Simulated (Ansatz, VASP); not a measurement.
SiC in VASP and in Ansatz

Contents of INCAR:

```
PREC     = Accurate       # precision mode
ENCUT    = 520            # plane-wave cutoff, eV
EDIFF    = 1E-7           # SCF threshold, eV
ISMEAR   = -1             # smearing method
SIGMA    = 0.05           # smearing width, eV
LREAL    = False          # projectors in reciprocal space
LASPH    = True           # aspherical terms in the spheres
NELM     = 100            # most SCF steps
ALGO     = Normal         # electronic algorithm
ISIF     = 2              # what is computed and relaxed
LWAVE    = False          # write WAVECAR
LCHARG   = False          # write CHGCAR
GGA      = RP             # functional
IVDW     = 13             # dispersion correction
NBANDS   = 16             # bands
```

File KPOINTS:

```
Automatic mesh
0
Gamma
  10 10 5
```

File POSCAR:

```
SiC
1.0
    3.1363290418      0.0000000000      0.0000000000
   -1.5681645209      2.7161406248      0.0000000000
    0.0000000000      0.0000000000      5.1470055276
Si C
2 2
Direct
    0.6666666667      0.3333333333      0.5000000000
    0.3333333333      0.6666666667      0.0000000000
    0.6666666667      0.3333333333      0.8850000000
    0.3333333333      0.6666666667      0.3850000000
```

The input input.yaml:

```yaml
crystal:
  lattice:
    - [3.1363290418, 0.0, 0.0]
    - [-1.5681645209, 2.7161406248, 0.0]
    - [0.0, 0.0, 5.1470055276]
  atoms:
    - { symbol: Si, position: [0.6666666667, 0.3333333333, 0.5] }
    - { symbol: Si, position: [0.3333333333, 0.6666666667, 0.0] }
    - { symbol: C, position: [0.6666666667, 0.3333333333, 0.885] }
    - { symbol: C, position: [0.3333333333, 0.6666666667, 0.385] }
hamiltonian:
  xc: rpbe
  pseudopotentials: { kind: paw }
  dispersion: d4
kpoints:
  mp_grid: { grid: [10, 10, 5] }
scf:
  occupations: { method: fermi_dirac, width: 0.05 }
output:
  forces: true
  stress: true
  eigenvalues: true
```

Alike in both runs: task single point; functional RPBE; dispersion D4; k mesh 10 × 10 × 5; occupations fermi-dirac, width 0.05 eV; no spin polarisation.

```csv
,VASP,Ansatz
version,VASP 6.6.1,Ansatz 0.2.0
potentials or method,"VASP PAW PBE potentials, release 64 (Si, C)",Ansatz PAW
plane-wave cutoff (eV),520,420
valence electrons in the cell,16,16
```

|  | VASP | Ansatz | Ansatz less VASP |
| --- | --- | --- | --- |
| gap on the k mesh at the Fermi level (eV) | 2.53 | 2.53 | +0.003 |
| least direct gap on the mesh (eV) | 3.99 | 4.01 | +0.012 |
| pressure (GPa) | -14.2 | -13.8 | +0.43 |
| traceless stress, the component that is largest in VASP (GPa) | -1.43 | -1.45 | -0.020 |
| rms of the force components (eV/Å) | 0.366 | 0.366 | -0.0007 |

VASP's potentials were made for PBE, not for RPBE. Atom by atom the forces differ by 0.001 eV/Å (rms over components).

Noted on Ansatz's run: odd divisions of the mesh miss points on the zone boundary, where band edges often lie, so the gap on the mesh can be too wide.
